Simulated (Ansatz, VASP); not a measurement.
## Hf in VASP and in Ansatz

File INCAR:

```
ALGO = Normal ; EDIFF = 1E-8
ENCUT = 520 ; GGA = PE
ISIF = 2 ; ISMEAR = -1
LASPH = True ; LCHARG = False
LEFG = True ; LREAL = False
LWAVE = False ; NBANDS = 11
NELM = 80 ; PREC = Accurate
SIGMA = 0.03
```

KPOINTS

```
k-points
0
Gamma
  22 22 22
```

POSCAR

```
Hf
1.0
    0.0000000000      2.2200000000      2.2200000000
    2.2200000000      0.0000000000      2.2200000000
    2.2200000000      2.2200000000      0.0000000000
Hf
1
Direct
    0.0000000000      0.0000000000      0.0000000000
```

Input for Ansatz:

```yaml
crystal:
  lattice:
    - [0.0, 2.22, 2.22]
    - [2.22, 0.0, 2.22]
    - [2.22, 2.22, 0.0]
  atoms:
    - { symbol: Hf, position: [0.0, 0.0, 0.0] }
kpoints:
  mp_grid: { grid: [22, 22, 22] }
scf:
  occupations: { method: fermi_dirac, width: 0.03 }
hamiltonian:
  xc: pbe
  pseudopotentials: { kind: paw }
output:
  forces: true
  stress: true
  eigenvalues: true
  efg: { contact_densities: true }
```

Alike in both runs: task electric field gradients; functional PBE; k mesh 22 × 22 × 22; occupations fermi-dirac, width 0.03 eV; no spin polarisation.

|  | VASP | Ansatz |
| --- | --- | --- |
| version | VASP 6.6.1 | Ansatz 0.2.0 |
| potentials or method | VASP PAW PBE potentials, release 64 (Hf_pv) | PAW with Ansatz's default frozen-core files, scalar-relativistic |
| plane-wave cutoff (eV) | 520 | 420 |
| valence electrons in the cell | 10 | 26 |

|  | VASP | Ansatz | Ansatz less VASP |
| --- | --- | --- | --- |
| pressure (GPa) | 2.7 | 3.2 | +0.45 |

With one functional, cell and mesh, what is left measures potentials, basis and numerics. VASP's potentials hold 10 valence electrons a cell and Ansatz's 26, so a difference there can come from the potentials and not from the codes.

Spin-orbit coupling is off throughout.
